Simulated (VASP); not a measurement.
# Al3GaO6 (R3) in VASP: single point with PBE

Aim: the single point of Al3GaO6 with PBE.

Everything below comes from runs of VASP 6.6.1. Logs are shortened: lines on timing, memory, paths and dates and some standing lists are left out, and cuts for length are marked.

## Step 1: The cell of the first run

Symmetry: R3, No. 146, trigonal system. Conventional cell: a = 4.871 Å, b = 4.871 Å, c = 13.244 Å, α = 90.00°, β = 90.00°, γ = 120.00°. Al (site symmetry 3) has 6 O at 1.88 to 1.99 Å within 2.5 Å. Within 2.5 Å of Al (site symmetry 3) lie 6 O at 1.88 to 2.00 Å. Al (site symmetry 3) has 6 O at 1.88 to 1.98 Å within 2.5 Å. Within 2.6 Å of Ga (site symmetry 3) lie 6 O at 1.93 to 2.12 Å. O (site symmetry 1) has 3 Al at 1.88 to 2.00 Å and 1 Ga at 1.93 Å and 10 O at 2.53 to 2.87 Å within 2.9 Å. Within 2.5 Å of O (site symmetry 1) lie 3 Al at 1.88 to 1.98 Å and 1 Ga at 2.12 Å.

## Step 2: Single point, PBE

File POSCAR:

```
Al3GaO6
1.0
    2.4355856015      1.4061860027      4.4147245870
   -2.4355856015      1.4061860027      4.4147245870
    0.0000000000     -2.8123720053      4.4147245870
Al Ga O
3 1 6
Direct
    0.1479683487      0.1479683487      0.1479683487
    0.3535382720      0.3535382720      0.3535382720
    0.8489753186      0.8489753186      0.8489753186
    0.6414143238      0.6414143238      0.6414143238
    0.2342536769      0.5571398236      0.9581481255
    0.5571398236      0.9581481255      0.2342536769
    0.9581481255      0.2342536769      0.5571398236
    0.7486229291      0.4435646190      0.0663745628
    0.4435646190      0.0663745628      0.7486229291
    0.0663745628      0.7486229291      0.4435646190
```

File INCAR.step1:

```
SYSTEM = Al3GaO6
  PREC = Accurate
  ENCUT = 520
  EDIFF = 1E-6
  ISMEAR = 0
  SIGMA = 0.02
  LREAL = .False.
  LASPH = .True.
  NELM = 120
  ALGO = Normal
  ISIF = 2
  LWAVE = .False.
  LCHARG = .True.
  GGA = PE
  NBANDS = 40
  GGA_COMPAT = .False.
  NEDOS = 2001
  LORBIT = 11
```

File KPOINTS.step1:

```
regular mesh
0
Gamma
  6 6 6
  0 0 0
```

File INCAR.step2:

```
SYSTEM = Al3GaO6
  PREC = Accurate
  ENCUT = 520
  EDIFF = 1E-6
  ISMEAR = -5
  SIGMA = 0.02
  LREAL = .False.
  LASPH = .True.
  NELM = 120
  ALGO = Normal
  ISIF = 2
  LWAVE = .False.
  LCHARG = .False.
  GGA = PE
  LORBIT = 11
  NBANDS = 40
  NEDOS = 2001
  ICHARG = 11
  GGA_COMPAT = .False.
```

File KPOINTS.step2:

```
regular mesh
0
Gamma
  9 9 9
  0 0 0
```

Potentials or basis: VASP PAW PBE potentials, release 64 (Al, Ga_d, O).

On the command line:

```bash
cat potpaw_PBE.64/Al/POTCAR potpaw_PBE.64/Ga_d/POTCAR potpaw_PBE.64/O/POTCAR > POTCAR
cp INCAR.step1 INCAR
cp KPOINTS.step1 KPOINTS
mpirun -np 1 vasp_std > vasp.out
cp INCAR.step2 INCAR
cp KPOINTS.step2 KPOINTS
mpirun -np 1 vasp_std > vasp.out
```

OUTCAR:

```text
SYSTEM = Al3GaO6
   PREC = Accurate
   ENCUT = 520
   EDIFF = 1E-6
   ISMEAR = -5
   LREAL = .False.
   LASPH = .True.
   NELM = 120
   ISIF = 2
   GGA = PE
   LORBIT = 11
   ICHARG = 11

 ion  position               nearest neighbor table
   1  0.148  0.148  0.148-   8 1.88   9 1.88  10 1.88   7 1.99   6 1.99   5 1.99   2 2.72   3 2.85
                             3 2.85   3 2.85   2 3.28   2 3.28   2 3.28
   2  0.354  0.354  0.354-  10 1.88   9 1.88   8 1.88   5 2.00   6 2.00   7 2.00   1 2.72   4 2.88
                             4 2.88   4 2.88   1 3.28   1 3.28   1 3.28
   3  0.849  0.849  0.849-   5 1.88   6 1.88   7 1.88  10 1.98   9 1.98   8 1.98   4 2.75   1 2.85
                             1 2.85   1 2.85
   4  0.641  0.641  0.641-   7 1.93   6 1.93   5 1.93   8 2.12   9 2.12  10 2.12   3 2.75   2 2.88
                             2 2.88   2 2.88
   5  0.234  0.557  0.958-   3 1.88   4 1.93   1 1.99   2 2.00
   6  0.557  0.958  0.234-   3 1.88   4 1.93   1 1.99   2 2.00
   7  0.958  0.234  0.557-   3 1.88   4 1.93   1 1.99   2 2.00
   8  0.749  0.444  0.066-   2 1.88   1 1.88   3 1.98   4 2.12
   9  0.444  0.066  0.749-   2 1.88   1 1.88   3 1.98   4 2.12
  10  0.066  0.749  0.444-   2 1.88   1 1.88   3 1.98   4 2.12

  LATTYP: Found a trigonal (rhomboedric) cell.
 ALAT       =     5.2344273302
 COS(alpha) =     0.5669894858

  Lattice vectors:

 A1 = (   2.4355856015,   1.4061860027,   4.4147245870)
 A2 = (  -2.4355856015,   1.4061860027,   4.4147245870)
 A3 = (   0.0000000000,  -2.8123720053,   4.4147245870)

Analysis of symmetry for initial positions (statically):
=====================================================================
 Subroutine PRICEL returns:
 Original cell was already a primitive cell.

 Routine SETGRP: Setting up the symmetry group for a
 trigonal (rhombohedral) supercell.

 Subroutine GETGRP returns: Found  3 space group operations
 (whereof  3 operations were pure point group operations)
 out of a pool of 12 trial point group operations.

The static configuration has the point symmetry C_3 .

Analysis of symmetry for dynamics (positions and initial velocities):
=====================================================================
 Subroutine PRICEL returns:
 Original cell was already a primitive cell.

 Routine SETGRP: Setting up the symmetry group for a
 trigonal (rhombohedral) supercell.

 Subroutine GETGRP returns: Found  3 space group operations
 (whereof  3 operations were pure point group operations)
 out of a pool of 12 trial point group operations.

The dynamic configuration has the point symmetry C_3 .

 Subroutine INISYM returns: Found  3 space group operations
 (whereof  3 operations are pure point group operations),
 and found     1 'primitive' translations

----------------------------------------------------------------------------------------

                                     Primitive cell

  volume of cell :      90.7196

  direct lattice vectors                    reciprocal lattice vectors
     2.435585602  1.406186003  4.414724587     0.205289438  0.118523912  0.075504899
    -2.435585602  1.406186003  4.414724587    -0.205289438  0.118523912  0.075504899
     0.000000000 -2.812372005  4.414724587     0.000000000 -0.237047825  0.075504899

  length of vectors
     5.234427330  5.234427330  5.234427330     0.248782357  0.248782357  0.248782357

  position of ions in fractional coordinates (direct lattice)
     0.147968349  0.147968349  0.147968349
     0.353538272  0.353538272  0.353538272
     0.848975319  0.848975319  0.848975319
     0.641414324  0.641414324  0.641414324
     0.234253677  0.557139824  0.958148126
     0.557139824  0.958148126  0.234253677
     0.958148126  0.234253677  0.557139824
     0.748622929  0.443564619  0.066374563
     0.443564619  0.066374563  0.748622929
     0.066374563  0.748622929  0.443564619

  ion indices of the primitive-cell ions
   primitive index   ion index
                 1           1
                 2           2
                 3           3
                 4           4
[... 23 lines left out ...]
     0.027642484  0.027642484  0.027642484

  Shift w.r.t. Gamma in fractional coordinates (k-lattice)
     0.000000000  0.000000000  0.000000000

 TETIRR: Found    711 inequivalent tetrahedra from     4374

 Subroutine IBZKPT returns following result:
 ===========================================

 Found    125 irreducible k-points:

 Following reciprocal coordinates:
            Coordinates               Weight
  0.000000  0.000000  0.000000      1.000000
  0.111111 -0.000000  0.000000      6.000000
  0.222222 -0.000000  0.000000      6.000000
  0.333333 -0.000000  0.000000      6.000000
  0.444444 -0.000000  0.000000      6.000000
  0.111111  0.111111  0.000000      6.000000
[... 16 lines left out ...]
  0.444444  0.222222 -0.000000      6.000000
 -0.444444  0.000000 -0.222222      6.000000
 [... further k-points ...]
   k-points           NKPTS =    125   k-points in BZ     NKDIM =    125   number of bands    NBANDS=     40
   number of dos      NEDOS =   2001   number of ions     NIONS =     10
   total plane-waves  NPLWV =  64000
   dimension x,y,z NGX =    40 NGY =   40 NGZ =   40
   dimension x,y,z NGXF=    80 NGYF=   80 NGZF=   80
   ions per type =               3   1   6
   NGX,Y,Z   is equivalent  to a cutoff of  12.70, 12.70, 12.70 a.u.
   NGXF,Y,Z  is equivalent  to a cutoff of  25.41, 25.41, 25.41 a.u.
 SYSTEM =  Al3GaO6
   PREC   = accura    normal or accurate (medium, high low for compatibility)
   ISTART =      0    job   : 0-new  1-cont  2-samecut
   ICHARG =     11    charge: 1-file 2-atom 10-const
   ISPIN  =      1    spin polarized calculation?
   LNONCOLLINEAR =      F non collinear calculations
   LSORBIT =      F    spin-orbit coupling
   LASPH  =      T    aspherical Exc in radial PAW
   ENCUT  =  520.0 eV  38.22 Ry    6.18 a.u.   9.73  9.73  9.73*2*pi/ulx,y,z
   NELM   =    120;   NELMIN=  2; NELMDL=  0     # of ELM steps
   EDIFF  = 0.1E-05   stopping-criterion for ELM
   LREAL  =      F    real-space projection
   EDIFFG = 0.1E-04   stopping-criterion for IOM
   NSW    =      0    number of steps for IOM
   IBRION =     -1    ionic relax: 0-MD 1-quasi-New 2-CG
   NFREE  =      0    steps in history (QN), initial steepest desc. (CG)
   ISIF   =      2    stress and relaxation
   ISYM   =      2    0-nonsym 1-usesym 2-fastsym
   POTIM  = 0.5000    time-step for ionic-motion
   TEBEG  =    0.0;   TEEND  =   0.0 temperature during run
   PSTRESS=    0.0 pullay stress
   NELECT =      58.0000    total number of electrons
   NUPDOWN=      -1.0000    fix difference up-down
   EMIN   =  10.00;   EMAX   =-10.00  energy-range for DOS
   EFERMI =   0.00;   METHOD = LEGACY
   ISMEAR =    -5;   SIGMA  =   0.02  broadening in eV -4-tet -1-fermi 0-gaus
   EFERMI_NEDOS =   21; number of points for ismear=-14 and -15
   IALGO  =     38    algorithm
   IMIX   =      4    mixing-type and parameters
     AMIX     =   0.40;   BMIX     =  1.00
     AMIX_MAG =   1.60;   BMIX_MAG =  1.00
  volume/ion in A,a.u.               =       9.07        61.22
  Fermi-wavevector in a.u.,A,eV,Ry     =   1.410318  2.665115 27.061958  1.988998
  Thomas-Fermi vector in A             =   2.532284
   LORBIT       =     11    0 simple, 1 ext, 2 COOP (PROOUT), +10 PAW based schemes
   GGA     = PE    functional components
   LHFCALC =     F    Hartree Fock is set to
   AEXX    =    0.0000 exact exchange contribution
   IVDW    =     0    specifies the selected vdW correction
   LEPSILON=     F    determine dielectric tensor
   LRPA    =     F    only Hartree local field effects (RPA)
 non-spin polarized calculation
 Fermi weights with tetrahedron method with Bloechl corrections
  energy-cutoff  :      520.00
  volume of cell :       90.72
 maximum number of plane-waves:      2459

 number of electron      57.9999991 magnetization

 Free energy of the ion-electron system (eV)
  ---------------------------------------------------
  ext. energy  EPLUGINS =         0.00000000
  ---------------------------------------------------
  free energy    TOTEN  =       -70.89490882 eV

  energy without entropy =      -70.89490882  energy(sigma->0) =      -70.89490882

 E-fermi :   5.3809     XC(G=0): -11.6690

 val. band max:        5.3800980664   @ k =  -0.1111   0.1111   0.0000
 cond. band min:       9.9278461014   @ k =   0.0000   0.0000   0.0000
 fundamental gap:      4.5477480350
 Fermi energy:         5.3809209674

 k-point     1 :       0.0000    0.0000    0.0000
  band No.  band energies     occupation
      1     -13.5816      2.00000
      2     -11.4340      2.00000
      3     -11.3260      2.00000
      4     -11.3260      2.00000
      5     -10.9603      2.00000
      6     -10.9603      2.00000
[... 1021 lines left out ...]
     39      18.1789      0.00000
     40      18.5957      0.00000

 [... further k-points ...]

------------------------ aborting loop because EDIFF is reached ----------------------------------------

  FORCE on cell =-STRESS in cart. coord.  units (eV):
  Direction    XX          YY          ZZ          XY          YZ          ZX
  --------------------------------------------------------------------------------------
  -------------------------------------------------------------------------------------
  Total        0.0307046      0.0307046     -0.0035673     -0.0000001     -0.0000000     -0.0000000
  in kB        0.5422671      0.5422671     -0.0630017     -0.0000015     -0.0000000     -0.0000000
  external PRESSURE =       0.3405109 kB  Pullay stress =       0.0000000 kB

 VOLUME and BASIS-vectors are now :
 -----------------------------------------------------------------------------
  energy-cutoff  :      520.00
  volume of cell :       90.72
      direct lattice vectors                 reciprocal lattice vectors
     2.435585602  1.406186003  4.414724587     0.205289438  0.118523912  0.075504899
    -2.435585602  1.406186003  4.414724587    -0.205289438  0.118523912  0.075504899
     0.000000000 -2.812372005  4.414724587     0.000000000 -0.237047825  0.075504899

 POSITION                                       TOTAL-FORCE (eV/Angst)
 -----------------------------------------------------------------------------------
      0.00000      0.00000      1.95972         0.000000      0.000000      0.001584
      0.00000      0.00000      4.68232         0.000000     -0.000000     -0.002010
      0.00000      0.00000     11.24398         0.000000      0.000000      0.003446
      0.00000      0.00000      8.49500         0.000000     -0.000000     -0.007106
     -0.78642     -1.58182      7.72374        -0.014549     -0.039131     -0.022287
     -0.97669      1.47197      7.72374        -0.026614      0.032165     -0.022287
      1.76311      0.10985      7.72374         0.041163      0.006966     -0.022287
      0.74300      1.48977      5.55621         0.012282     -0.014653      0.023649
      0.91868     -1.38834      5.55621        -0.018831     -0.003310      0.023649
     -1.66167     -0.10143      5.55621         0.006549      0.017963      0.023649
 -----------------------------------------------------------------------------------
    total drift:                                0.000000     -0.000000      0.001619

  FREE ENERGIE OF THE ION-ELECTRON SYSTEM (eV)
  ---------------------------------------------------
  free  energy   TOTEN  =       -70.8949088209 eV

  energy  without entropy=      -70.8949088209  energy(sigma->0) =      -70.89490882

 total charge

# of ion       s       p       d       tot
------------------------------------------
    1        0.307   0.382   0.000   0.689
    2        0.304   0.376   0.000   0.680
    3        0.304   0.382   0.000   0.686
    4        0.671   0.728  10.243  11.643
    5        1.550   3.590   0.000   5.139
    6        1.550   3.590   0.000   5.139
    7        1.550   3.590   0.000   5.139
    8        1.549   3.592   0.000   5.141
    9        1.549   3.592   0.000   5.141
   10        1.549   3.592   0.000   5.141
--------------------------------------------------
tot         10.882  23.414  10.243  44.539
```

It took 14 min on 1 thread of Intel Xeon 8259CL, shared host; peak memory 0.5 GiB.

What came out:

```
Valence electrons inside the program's atomic spheres : Al 0.69, 0.68 (each value once); Ga 11.64; O 5.14
```

Levels at points of the mesh, in eV from the valence-band top:
```csv
k point,band 27,band 28,band 29,band 30,band 31,band 32
"(0.00, 0.00, 0.00)",-0.10,-0.08,-0.08,4.55,7.93,9.16
```
